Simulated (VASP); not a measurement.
Runs of VASP 6.6.1 on Ti. The structure is that of space group Im-3m (No. 229), or close to it. The cells are those of the table. 

```csv
task,spin,cell,k mesh,cutoff (eV),smearing,gap on the mesh (eV),pressure (GPa)
single point,off,"a = 2.746 Å, angles 109.5°, 1 atom",15 × 15 × 15,520,fermi-dirac 0.1 eV,none,9.6
relaxation of cell and atoms,off,"relaxed from a = 2.841 Å, angles 109.5°, 1 atom",13 × 13 × 13,600,fermi-dirac 0.1 eV,none,0.0
single point,off,"a = 2.706 Å, angles 109.5°, 1 atom",15 × 15 × 15,520,fermi-dirac 0.1 eV,none,16.1
single point,off,"a = 2.897 Å, angles 109.5°, 1 atom",15 × 15 × 15,520,fermi-dirac 0.1 eV,none,-7.3
single point,"collinear, ferromagnetic start","a = 2.857 Å, angles 109.5°, 1 atom",22 × 22 × 22,520,fermi-dirac 0.05 eV,none,(a)
```

Alike in all rows: level PBE; potentials or basis VASP PAW PBE potentials, release 64 (Ti_sv).

**Question.** Fill in the values left out.

**Answer.** (a) -4.1.

A gap of «none» marks levels without a gap at the run's occupations.
